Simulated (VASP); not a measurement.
# Ti3Al in VASP: settings compared

Ti3Al is run at these levels: PBEsol, PBEsol+D3(BJ), PBEsol+D4, r2SCAN; tasks: relaxation of cell and atoms, single point.

Everything below comes from runs of VASP 6.6.1. Logs are shortened: lines on timing, memory, paths and dates and some standing lists are left out, and cuts for length are marked.

**1. The cell of the first run**

Symmetry: P-6m2, No. 187, hexagonal system. Conventional cell: a = 2.928 Å, b = 2.928 Å, c = 9.226 Å, α = 90.00°, β = 90.00°, γ = 120.00°. Within 3.8 Å of Ti (site symmetry 3m) lie 9 Ti at 2.86 to 2.93 Å and 3 Al at 2.86 Å. Ti (site symmetry -6m2) has 12 Ti at 2.86 to 2.93 Å within 3.8 Å. Al (site symmetry -6m2) has 6 Ti at 2.86 Å and 6 Al at 2.93 Å within 3.8 Å.

**2. Relaxation of cell and atoms, PBEsol**

INCAR

```
SYSTEM = Ti3Al
PREC     = Accurate       ! precision mode
ENCUT    = 600            ! plane-wave cutoff, eV
EDIFF    = 1E-6           ! SCF threshold, eV
ISMEAR   = -1             ! smearing method
SIGMA    = 0.05           ! smearing width, eV
LREAL    = .FALSE.        ! projectors in reciprocal space
LASPH    = .TRUE.         ! aspherical terms in the spheres
NELM     = 60             ! most SCF steps
ALGO     = Normal         ! electronic algorithm
ISIF     = 3              ! what is computed and relaxed
LWAVE    = .FALSE.        ! write WAVECAR
LCHARG   = .FALSE.        ! write CHGCAR
GGA      = PS             ! functional
IBRION   = 2              ! ionic algorithm
NSW      = 60             ! ionic steps
EDIFFG   = -0.01          ! ionic threshold
```

KPOINTS

```
regular mesh
0
G
  10 10 3
  0 0 0
```

POSCAR

```
Ti3Al
1.0
    2.9275422229      0.0000000000      0.0000000000
   -1.4637711114      2.5353259357      0.0000000000
    0.0000000000      0.0000000000      9.2263620000
Ti Al
3 1
Direct
    0.3333333333      0.6666666667      0.2494060000
    0.3333333333      0.6666666667      0.7505940000
    0.6666666667      0.3333333333      0.0000000000
    0.6666666667      0.3333333333      0.5000000000
```

Potentials or basis: VASP PAW PBE potentials, release 64 (Ti_sv, Al).

On the command line:

```console
cat potpaw_PBE.64/Ti_sv/POTCAR potpaw_PBE.64/Al/POTCAR > POTCAR
mpirun -np 1 vasp_std > vasp.out
```

OUTCAR:

```text
SYSTEM = Ti3Al
   PREC = Accurate
   ENCUT = 600
   EDIFF = 1E-6
   ISMEAR = -1
   LREAL = .FALSE.
   LASPH = .TRUE.
   NELM = 60
   ISIF = 3
   GGA = PS
   IBRION = 2
   NSW = 60
   EDIFFG = -0.01

 ion  position               nearest neighbor table
   1  0.333  0.667  0.249-   3 2.86   3 2.86   3 2.86   4 2.86   4 2.86   4 2.86
   2  0.333  0.667  0.751-   3 2.86   3 2.86   3 2.86   4 2.86   4 2.86   4 2.86
   3  0.667  0.333  0.000-   1 2.86   2 2.86   1 2.86   2 2.86   1 2.86   2 2.86
   4  0.667  0.333  0.500-   1 2.86   2 2.86   1 2.86   2 2.86   1 2.86   2 2.86

  LATTYP: Found a hexagonal cell.
 ALAT       =     2.9275422229
 C/A-ratio  =     3.1515726495

  Lattice vectors:

 A1 = (   2.9275422229,   0.0000000000,   0.0000000000)
 A2 = (  -1.4637711114,   2.5353259357,   0.0000000000)
 A3 = (   0.0000000000,   0.0000000000,   9.2263620000)

Analysis of symmetry for initial positions (statically):
=====================================================================
 Subroutine PRICEL returns:
 Original cell was already a primitive cell.

 Routine SETGRP: Setting up the symmetry group for a
 hexagonal supercell.

 Subroutine GETGRP returns: Found 12 space group operations
 (whereof 12 operations were pure point group operations)
 out of a pool of 24 trial point group operations.

The static configuration has the point symmetry D_3h.

Analysis of symmetry for dynamics (positions and initial velocities):
=====================================================================
 Subroutine PRICEL returns:
 Original cell was already a primitive cell.

 Routine SETGRP: Setting up the symmetry group for a
 hexagonal supercell.

 Subroutine GETGRP returns: Found 12 space group operations
 (whereof 12 operations were pure point group operations)
 out of a pool of 24 trial point group operations.

The dynamic configuration has the point symmetry D_3h.

 Subroutine INISYM returns: Found 12 space group operations
 (whereof 12 operations are pure point group operations),
 and found     1 'primitive' translations

----------------------------------------------------------------------------------------

                                     Primitive cell

  volume of cell :      68.4806

  direct lattice vectors                    reciprocal lattice vectors
     2.927542223  0.000000000  0.000000000     0.341583459  0.197213302  0.000000000
    -1.463771111  2.535325936  0.000000000     0.000000000  0.394426604  0.000000000
     0.000000000  0.000000000  9.226362000     0.000000000  0.000000000  0.108385082

  length of vectors
     2.927542223  2.927542223  9.226362000     0.394426604  0.394426604  0.108385082

  position of ions in fractional coordinates (direct lattice)
     0.333333333  0.666666667  0.249406000
     0.333333333  0.666666667  0.750594000
     0.666666667  0.333333333  0.000000000
     0.666666667  0.333333333  0.500000000

  ion indices of the primitive-cell ions
   primitive index   ion index
                 1           1
                 2           2
                 3           3
                 4           4

----------------------------------------------------------------------------------------

 KPOINTS: regular mesh

Automatic generation of k-mesh.
 Grid dimensions read from file:
 generate k-points for:   10   10    3

 Generating k-lattice:

  Cartesian coordinates                     Fractional coordinates (reciprocal lattice)
     0.034158346  0.019721330  0.000000000     0.100000000  0.000000000  0.000000000
     0.000000000  0.039442660  0.000000000     0.000000000  0.100000000  0.000000000
     0.000000000  0.000000000  0.036128361     0.000000000  0.000000000  0.333333333

  Length of vectors
     0.039442660  0.039442660  0.036128361

  Shift w.r.t. Gamma in fractional coordinates (k-lattice)
     0.000000000  0.000000000  0.000000000

 Subroutine IBZKPT returns following result:
 ===========================================

 Found     28 irreducible k-points:

 Following reciprocal coordinates:
            Coordinates               Weight
  0.000000  0.000000  0.000000      1.000000
  0.100000 -0.000000  0.000000      6.000000
  0.200000 -0.000000  0.000000      6.000000
  0.300000  0.000000  0.000000      6.000000
  0.400000  0.000000  0.000000      6.000000
  0.500000 -0.000000  0.000000      3.000000
[... 16 lines left out ...]
  0.300000  0.100000  0.333333     24.000000
  0.400000  0.100000  0.333333     24.000000
 [... further k-points ...]
   k-points           NKPTS =     28   k-points in BZ     NKDIM =     28   number of bands    NBANDS=     23
   number of dos      NEDOS =    301   number of ions     NIONS =      4
   total plane-waves  NPLWV =  46080
   dimension x,y,z NGX =    24 NGY =   24 NGZ =   80
   dimension x,y,z NGXF=    48 NGYF=   48 NGZF=  160
   ions per type =               3   1
   NGX,Y,Z   is equivalent  to a cutoff of  13.63, 13.63, 14.41 a.u.
   NGXF,Y,Z  is equivalent  to a cutoff of  27.26, 27.26, 28.83 a.u.
 SYSTEM =  Ti3Al
   PREC   = accura    normal or accurate (medium, high low for compatibility)
   ISTART =      0    job   : 0-new  1-cont  2-samecut
   ICHARG =      2    charge: 1-file 2-atom 10-const
   ISPIN  =      1    spin polarized calculation?
   LNONCOLLINEAR =      F non collinear calculations
   LSORBIT =      F    spin-orbit coupling
   LASPH  =      T    aspherical Exc in radial PAW
   ENCUT  =  600.0 eV  44.10 Ry    6.64 a.u.   5.85  5.85 18.43*2*pi/ulx,y,z
   NELM   =     60;   NELMIN=  2; NELMDL= -5     # of ELM steps
   EDIFF  = 0.1E-05   stopping-criterion for ELM
   LREAL  =      F    real-space projection
   EDIFFG = -.1E-01   stopping-criterion for IOM
   NSW    =     60    number of steps for IOM
   IBRION =      2    ionic relax: 0-MD 1-quasi-New 2-CG
   NFREE  =      1    steps in history (QN), initial steepest desc. (CG)
   ISIF   =      3    stress and relaxation
   ISYM   =      2    0-nonsym 1-usesym 2-fastsym
   POTIM  = 0.5000    time-step for ionic-motion
   TEBEG  =    0.0;   TEEND  =   0.0 temperature during run
   PSTRESS=    0.0 pullay stress
   NELECT =      39.0000    total number of electrons
   NUPDOWN=      -1.0000    fix difference up-down
   EMIN   =  10.00;   EMAX   =-10.00  energy-range for DOS
   EFERMI =   0.00;   METHOD = LEGACY
   ISMEAR =    -1;   SIGMA  =   0.05  broadening in eV -4-tet -1-fermi 0-gaus
   EFERMI_NEDOS =   21; number of points for ismear=-14 and -15
   IALGO  =     38    algorithm
   IMIX   =      4    mixing-type and parameters
     AMIX     =   0.40;   BMIX     =  1.00
     AMIX_MAG =   1.60;   BMIX_MAG =  1.00
  volume/ion in A,a.u.               =      17.12       115.53
  Fermi-wavevector in a.u.,A,eV,Ry     =   1.356981  2.564323 25.053746  1.841398
  Thomas-Fermi vector in A             =   2.483938
   LORBIT       =      0    0 simple, 1 ext, 2 COOP (PROOUT), +10 PAW based schemes
   GGA     = PS    functional components
   LHFCALC =     F    Hartree Fock is set to
   AEXX    =    0.0000 exact exchange contribution
   IVDW    =     0    specifies the selected vdW correction
   LEPSILON=     F    determine dielectric tensor
   LRPA    =     F    only Hartree local field effects (RPA)
 conjugate gradient relaxation of ions
 non-spin polarized calculation
  energy-cutoff  :      600.00
  volume of cell :       68.48
 maximum number of plane-waves:      2302
 NGX is ok and might be reduce to    24
   NGX = 11   NGY = 11   NGZ = 37

--------------------------------------- Ionic step        1  -------------------------------------------

 number of electron      38.9999991 magnetization

 Free energy of the ion-electron system (eV)
  ---------------------------------------------------
  ext. energy  EPLUGINS =         0.00000000
  ---------------------------------------------------
  free energy    TOTEN  =       -29.61350659 eV

  energy without entropy =      -29.58484030  energy(sigma->0) =      -29.59917345

------------------------ aborting loop because EDIFF is reached ----------------------------------------

  FORCE on cell =-STRESS in cart. coord.  units (eV):
  Direction    XX          YY          ZZ          XY          YZ          ZX
  --------------------------------------------------------------------------------------
  -------------------------------------------------------------------------------------
  Total       -1.5443656     -1.5443656     -1.4675382     -0.0000000      0.0000000     -0.0000000
  in kB      -36.1321043    -36.1321043    -34.3346432     -0.0000000      0.0000000     -0.0000000
  external PRESSURE =     -35.5329506 kB  Pullay stress =       0.0000000 kB
[... 213 lines left out ...]
  energy  without entropy=      -29.6116157890  energy(sigma->0) =      -29.62536547

--------------------------------------- Ionic step        7  -------------------------------------------

 number of electron      38.9999998 magnetization

 Free energy of the ion-electron system (eV)
  ---------------------------------------------------
  ext. energy  EPLUGINS =         0.00000000
  ---------------------------------------------------
  free energy    TOTEN  =       -29.63915581 eV

  energy without entropy =      -29.61172794  energy(sigma->0) =      -29.62544188

 E-fermi :   8.2318     XC(G=0): -11.4627

 val. band max:        8.1873822107   @ k =   0.2000   0.2000   0.3333
 cond. band min:       8.2554475538   @ k =   0.2000  -0.0000   0.0000
 fundamental gap:      0.0680653431
 Fermi energy:         8.2317925698

 k-point     1 :       0.0000    0.0000    0.0000
  band No.  band energies     occupation
      1     -48.2138      2.00000
      2     -48.1559      2.00000
      3     -48.0886      2.00000
      4     -24.8668      2.00000
      5     -24.5841      2.00000
      6     -24.2572      2.00000
[... 613 lines left out ...]
     22       9.0644      0.00000
     23       9.2497      0.00000

 [... further k-points ...]
[... 5 lines left out ...]
  --------------------------------------------------------------------------------------
  -------------------------------------------------------------------------------------
  Total        0.0339575      0.0339575      0.0036960      0.0000000      0.0000000      0.0000000
  in kB        0.8211482      0.8211482      0.0893747      0.0000000      0.0000000      0.0000000
  external PRESSURE =       0.5772237 kB  Pullay stress =       0.0000000 kB
[... 19 lines left out ...]
  FREE ENERGIE OF THE ION-ELECTRON SYSTEM (eV)
  ---------------------------------------------------
  free  energy   TOTEN  =       -29.6391558076 eV

  energy  without entropy=      -29.6117279426  energy(sigma->0) =      -29.62544188

 reached required accuracy - stopping structural energy minimisation
```

It took 1.8 min on 1 thread of Intel Xeon 6975P-C (Granite Rapids), shared host; peak memory 0.23 GiB.

What came out:

```
Free energy                           : -29.6392 eV
Relaxed volume                        : 16.56 Å³/atom
Relaxed cell                          : a = 2.892 Å, b = 2.892 Å, c = 9.145 Å, α = 90.00°, β = 90.00°, γ = 120.00°
Space group after relaxing (to 0.1 Å) : P-6m2 (No. 187)
Energy gained by relaxing             : 6.4 meV/atom
Ionic steps                           : 7
Pressure after relaxing               : 0.1 GPa
Largest force after relaxing          : 0.005 eV/Å
Band gap on the k mesh                : zero (an odd number of electrons rules out a gap without spin polarisation)
```

Forces in eV/Å, atoms in the order of the input:
```
Ti   0.000  0.000 -0.005
Ti   0.000  0.000  0.005
Ti   0.000  0.000  0.000
Al   0.000  0.000  0.000
```

The path:
```tsv
step	energy change (eV)	largest force (eV/Å)	pressure (GPa)	volume (Å³)
1	0.0000	0.0904	-3.55	68.48
2	-0.0125	0.0208	2.79	64.79
3	-0.0253	0.0514	0.03	66.29
4	-0.0252	0.0522	-0.01	66.33
5	-0.0256	0.0288	-0.08	66.33
6	-0.0256	0.0159	-0.08	66.33
7	-0.0256	0.0050	0.06	66.26
```

Final structure:
```xyz
4
Lattice="2.8924 0.0000 0.0000 -1.4462 2.5049 0.0000 0.0000 0.0000 9.1447" Properties=species:S:1:pos:R:3 pbc="T T T"
Ti    0.0000    1.6699    2.2734
Ti    0.0000    1.6699    6.8713
Ti    1.4462    0.8350    9.1447
Al    1.4462    0.8350    4.5723
```

Levels at points of the mesh, in eV from the Fermi level:
| k point | band 16 | band 17 | band 18 | band 19 | band 20 | band 21 | band 22 | band 23 |
| --- | --- | --- | --- | --- | --- | --- | --- | --- |
| (0.00, 0.00, 0.00) | -2.55 | -0.81 | 0.53 | 0.75 | 0.84 | 0.84 | 0.93 | 0.93 |
| (0.50, 0.00, 0.00) | -2.17 | -1.52 | -1.28 | -0.66 | -0.37 | 0.91 | 1.05 | 1.18 |

Caveat: the PAW data sets were made with another functional, which shifts forces and pressure a little.

**3. Relaxation of cell and atoms, PBEsol+D3(BJ)**

INCAR

```
ALGO = Fast
EDIFF = 1E-7
EDIFFG = -0.01
ENCUT = 600
GGA = PS
IBRION = 2
ISIF = 3
ISMEAR = -1
IVDW = 12
LASPH = T
LCHARG = F
LREAL = F
LWAVE = F
NELM = 80
NSW = 60
PREC = Accurate
SIGMA = 0.05
```

KPOINTS

```
k-points
0
Gamma
  10 10 3
```

POSCAR is that of step 2.

Potentials or basis: VASP PAW PBE potentials, release 64 (Ti_sv, Al).

On the command line:

```console
cat potpaw_PBE.64/Ti_sv/POTCAR potpaw_PBE.64/Al/POTCAR > POTCAR
mpirun -np 1 vasp_std > vasp.out
```

Wall time 10 min (1 thread of Intel Xeon 6975P-C (Granite Rapids), shared host); peak memory 0.24 GiB.

Results (log left out):

```yaml
Free_energy: -31.8518 eV
Relaxed_volume: 15.83 Å³/atom
Relaxed_cell: a = 2.846 Å, b = 2.846 Å, c = 9.026 Å, α = 90.00°, β = 90.00°, γ = 120.00°
Space_group_after_relaxing_to_0.1_Å: P-6m2 (No. 187)
Energy_gained_by_relaxing: 36.6 meV/atom
Ionic_steps: 10
Pressure_after_relaxing: 0.0 GPa
Band_gap_on_the_k_mesh: zero (an odd number of electrons rules out a gap without spin polarisation)
Dispersion_energy_per_atom: -0.566 eV
```

The path:
| step | energy change (eV) | largest force (eV/Å) | pressure (GPa) | volume (Å³) |
| --- | --- | --- | --- | --- |
| 1 | 0.0000 | 0.0915 | -8.51 | 68.48 |
| 2 | -0.0649 | 0.0291 | 7.75 | 59.85 |
| 3 | -0.1457 | 0.0258 | -0.04 | 63.35 |
| 4 | -0.1457 | 0.0249 | 0.08 | 63.25 |
| 5 | -0.1465 | 0.0014 | 0.13 | 63.24 |
| 6 | -0.1465 | 0.0020 | 0.14 | 63.23 |
| 7 | -0.1465 | 0.0067 | 0.14 | 63.23 |
| 8 | -0.1465 | 0.0000 | 0.15 | 63.23 |
| 9 | -0.1466 | 0.0013 | -0.10 | 63.36 |
| 10 | -0.1466 | 0.0010 | -0.01 | 63.30 |

Final structure:
```xyz
4
Lattice="2.8458 0.0000 0.0000 -1.4229 2.4645 0.0000 0.0000 0.0000 9.0258" Properties=species:S:1:pos:R:3 pbc="T T T"
Ti    0.0000    1.6430    2.2472
Ti    0.0000    1.6430    6.7786
Ti    1.4229    0.8215    0.0000
Al    1.4229    0.8215    4.5129
```

Levels at points of the mesh, in eV from the Fermi level:
```
           k point  band 17  band 18  band 19  band 20  band 21  band 22  band 23
(0.00, 0.00, 0.00)    -0.83     0.58     0.75     0.88     0.88     0.98     0.98
(0.50, 0.00, 0.00)    -1.59    -1.37    -0.69    -0.33     0.97     1.14     1.26
```

Caveat: the PAW data sets were made with another functional, which shifts forces and pressure a little.

(Part 1 of 2 ends here.)
